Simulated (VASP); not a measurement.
# GaN (NiAs type) (P6_3/mmc) in VASP: settings compared, part 2 of 2

VASP 6.6.1. Earlier steps stand in the parts before.

### 4 Electric field gradients, r2SCAN

The input, POSCAR:

```
GaN
1.0
    2.9674563568      0.0000000000      0.0000000000
   -1.4837281784      2.5698925896      0.0000000000
    0.0000000000      0.0000000000      5.0327427812
Ga N
2 2
Direct
    0.0000000000      0.0000000000      0.0000000000
    0.0000000000      0.0000000000      0.5000000000
    0.3333333333      0.6666666667      0.2500000000
    0.6666666667      0.3333333333      0.7500000000
```

The input, INCAR.step1:

```
SYSTEM = GaN
PREC     = Accurate       ! precision mode
ENCUT    = 520            ! plane-wave cutoff, eV
ISMEAR   = -1             ! smearing method
SIGMA    = 0.08           ! smearing width, eV
LREAL    = .FALSE.        ! projectors in reciprocal space
LASPH    = .TRUE.         ! aspherical terms in the spheres
NELM     = 80             ! most SCF steps
NBANDS   = 26             ! bands
GGA      = PE             ! functional
ALGO     = Normal         ! electronic algorithm
EDIFF    = 1E-4           ! SCF threshold, eV
LWAVE    = .TRUE.         ! write WAVECAR
LCHARG   = .FALSE.        ! write CHGCAR
```

The input, INCAR.step2:

```
SYSTEM = GaN
PREC     = Accurate       ! precision mode
ENCUT    = 520            ! plane-wave cutoff, eV
EDIFF    = 1E-8           ! SCF threshold, eV
ISMEAR   = -1             ! smearing method
SIGMA    = 0.08           ! smearing width, eV
LREAL    = .FALSE.        ! projectors in reciprocal space
LASPH    = .TRUE.         ! aspherical terms in the spheres
NELM     = 80             ! most SCF steps
ALGO     = Normal         ! electronic algorithm
ISIF     = 2              ! what is computed and relaxed
LWAVE    = .FALSE.        ! write WAVECAR
LCHARG   = .FALSE.        ! write CHGCAR
METAGGA  = R2SCAN         ! meta-GGA
LMIXTAU  = .TRUE.       
LEFG     = .TRUE.       
NBANDS   = 26             ! bands
ISTART   = 1
```

The input, KPOINTS:

```
regular mesh
0
G
  12 12 7
  0 0 0
```

Potentials or basis: VASP PAW PBE potentials, release 64 (Ga_d, N).

On the command line:

```sh
cat potpaw_PBE.64/Ga_d/POTCAR potpaw_PBE.64/N/POTCAR > POTCAR
cp INCAR.step1 INCAR
mpirun -np 1 vasp_std > vasp.out
cp INCAR.step2 INCAR
mpirun -np 1 vasp_std > vasp.out
```

OUTCAR:

```text
SYSTEM = GaN
   PREC = Accurate
   ENCUT = 520
   EDIFF = 1E-8
   ISMEAR = -1
   LREAL = .FALSE.
   LASPH = .TRUE.
   NELM = 80
   ISIF = 2
   METAGGA = R2SCAN
   ISTART = 1

 ion  position               nearest neighbor table
   1  0.000  0.000  0.000-   3 2.13   4 2.13   3 2.13   4 2.13   4 2.13   3 2.13   2 2.52   2 2.52

   2  0.000  0.000  0.500-   3 2.13   4 2.13   3 2.13   4 2.13   4 2.13   3 2.13   1 2.52   1 2.52

   3  0.333  0.667  0.250-   1 2.13   2 2.13   1 2.13   2 2.13   1 2.13   2 2.13
   4  0.667  0.333  0.750-   1 2.13   2 2.13   1 2.13   2 2.13   1 2.13   2 2.13

  LATTYP: Found a hexagonal cell.
 ALAT       =     2.9674563568
 C/A-ratio  =     1.6959787023

  Lattice vectors:

 A1 = (   2.9674563568,   0.0000000000,   0.0000000000)
 A2 = (  -1.4837281784,   2.5698925896,   0.0000000000)
 A3 = (   0.0000000000,   0.0000000000,   5.0327427812)

Analysis of symmetry for initial positions (statically):
=====================================================================
 Subroutine PRICEL returns:
 Original cell was already a primitive cell.

 Routine SETGRP: Setting up the symmetry group for a
 hexagonal supercell.

 Subroutine GETGRP returns: Found 24 space group operations
 (whereof 12 operations were pure point group operations)
 out of a pool of 24 trial point group operations.

The static configuration has the point symmetry D_3d.
 The point group associated with its full space group is D_6h.

Analysis of symmetry for dynamics (positions and initial velocities):
[... 864 lines left out ...]
     25      19.1538      0.00000
     26      21.8326      0.00000

 [... further k-points ...]

------------------------ aborting loop because EDIFF is reached ----------------------------------------

  FORCE on cell =-STRESS in cart. coord.  units (eV):
  Direction    XX          YY          ZZ          XY          YZ          ZX
  --------------------------------------------------------------------------------------
  -------------------------------------------------------------------------------------
  Total        0.2629849      0.2629849      0.2941951      0.0000000     -0.0000000      0.0000000
  in kB       10.9783557     10.9783557     12.2812346      0.0000000     -0.0000000      0.0000000
  external PRESSURE =      11.4126487 kB  Pullay stress =       0.0000000 kB

 VOLUME and BASIS-vectors are now :
 -----------------------------------------------------------------------------
  energy-cutoff  :      520.00
  volume of cell :       38.38
      direct lattice vectors                 reciprocal lattice vectors
     2.967456357  0.000000000  0.000000000     0.336988949  0.194560661  0.000000000
    -1.483728178  2.569892590  0.000000000     0.000000000  0.389121321  0.000000000
     0.000000000  0.000000000  5.032742781     0.000000000  0.000000000  0.198698810

 POSITION                                       TOTAL-FORCE (eV/Angst)
 -----------------------------------------------------------------------------------
      0.00000      0.00000      0.00000        -0.000000      0.000000      0.000000
      0.00000      0.00000      2.51637        -0.000000      0.000000      0.000000
     -0.00000      1.71326      1.25819        -0.000000      0.000000      0.000000
      1.48373      0.85663      3.77456         0.000000     -0.000000      0.000000
 -----------------------------------------------------------------------------------
    total drift:                               -0.000000      0.000000      0.000000

  FREE ENERGIE OF THE ION-ELECTRON SYSTEM (eV)
  ---------------------------------------------------
  free  energy   TOTEN  =       -41.3694088086 eV

  energy  without entropy=      -41.3694085407  energy(sigma->0) =      -41.36940867

 Electric field gradients (V/A^2)
---------------------------------------------------------------------
 ion       V_xx      V_yy      V_zz      V_xy      V_xz      V_yz
---------------------------------------------------------------------
   1       7.474     7.472   -14.946    -0.002    -0.000     0.000
   2       7.474     7.472   -14.946    -0.002     0.000    -0.000
   3      -5.899    -5.898    11.797     0.001     0.000     0.000
   4      -5.899    -5.898    11.797     0.001     0.000     0.000
---------------------------------------------------------------------

 Electric field gradients after diagonalization (V/A^2)
 (convention: |V_zz| > |V_xx| > |V_yy|)
----------------------------------------------------------------------
 ion       V_xx      V_yy      V_zz     asymmetry (V_yy - V_xx)/ V_zz
----------------------------------------------------------------------
   1       7.476     7.470   -14.946       0.000
   2       7.476     7.470   -14.946       0.000
   3      -5.900    -5.897    11.797       0.000
   4      -5.900    -5.897    11.797       0.000
----------------------------------------------------------------------

           NMR quadrupolar parameters

 Cq : quadrupolar parameter    Cq=e*Q*V_zz/h
 eta: asymmetry parameters     (V_yy - V_xx)/ V_zz
 Q  : nuclear electric quadrupole moment in mb (millibarn)
----------------------------------------------------------------------
 ion       Cq(MHz)       eta       Q (mb)
----------------------------------------------------------------------
   1      -0.036       0.000       1.000
   2      -0.036       0.000       1.000
   3       0.029       0.000       1.000
   4       0.029       0.000       1.000
----------------------------------------------------------------------
```

OSZICAR.step1:

```text
N       E                     dE             d eps       ncg     rms          rms(c)
DAV:   1     0.251732308322E+03    0.25173E+03   -0.17842E+04  4680   0.266E+03
DAV:   2     0.495590293684E+01   -0.24678E+03   -0.23360E+03  4264   0.471E+02
DAV:   3    -0.244716863286E+02   -0.29428E+02   -0.28984E+02  4656   0.133E+02
DAV:   4    -0.253360920123E+02   -0.86441E+00   -0.86045E+00  4532   0.243E+01
DAV:   5    -0.253538008212E+02   -0.17709E-01   -0.17685E-01  4988   0.344E+00    0.102E+01
DAV:   6    -0.218475674451E+02    0.35062E+01   -0.85330E+00  6860   0.491E+01    0.299E+00
DAV:   7    -0.218816944295E+02   -0.34127E-01   -0.96793E-01  4214   0.798E+00    0.233E+00
DAV:   8    -0.218637076888E+02    0.17987E-01   -0.12617E-01  6054   0.405E+00    0.969E-01
DAV:   9    -0.218517203465E+02    0.11987E-01   -0.32281E-02  5816   0.322E+00    0.245E-01
DAV:  10    -0.218521615477E+02   -0.44120E-03   -0.34335E-03  4234   0.390E-01    0.135E-01
DAV:  11    -0.218521347664E+02    0.26781E-04   -0.67089E-05  2942   0.198E-01
   1 F= -.21852135E+02 E0= -.21852131E+02  d E =-.653481E-05
```

Run time: 4.5 min. Hardware: 1 thread of Intel Xeon Platinum 8488C (Sapphire Rapids), shared host; peak memory 0.21 GiB.

What came out:

* Free energy: -41.3694 eV
* Pressure: 1.1 GPa
* Band gap on the k mesh: 1.88 eV (least direct gap 2.27 eV)
* Largest electric field gradient by atom: Ga -14.9; N +11.8 V/Å²

Levels at points of the mesh, in eV from the valence-band top:
```
           k point  band 14  band 15  band 16  band 17  band 18  band 19  band 20  band 21  band 22  band 23
(0.00, 0.00, 0.00)    -0.95    -0.57    -0.57    -0.12    -0.12     2.15     5.19    10.19    11.21    11.21
(0.50, 0.00, 0.00)    -6.28    -5.12    -2.96    -2.77    -0.26     4.17     5.62     5.78     9.63    10.20
```

Electric field gradients, principal values (V/Å²):
```
atom   least  middle  greatest (by size)
1 Ga   7.470   7.476             -14.946
2 Ga   7.470   7.476             -14.946
 3 N  -5.897  -5.900              11.797
 4 N  -5.897  -5.900              11.797
```

Caveat: without QUAD_EFG the Cq values of the log hold for a quadrupole moment of 1 mb, not for the nuclei; the PAW data sets were made with another functional, which shifts forces and pressure a little.
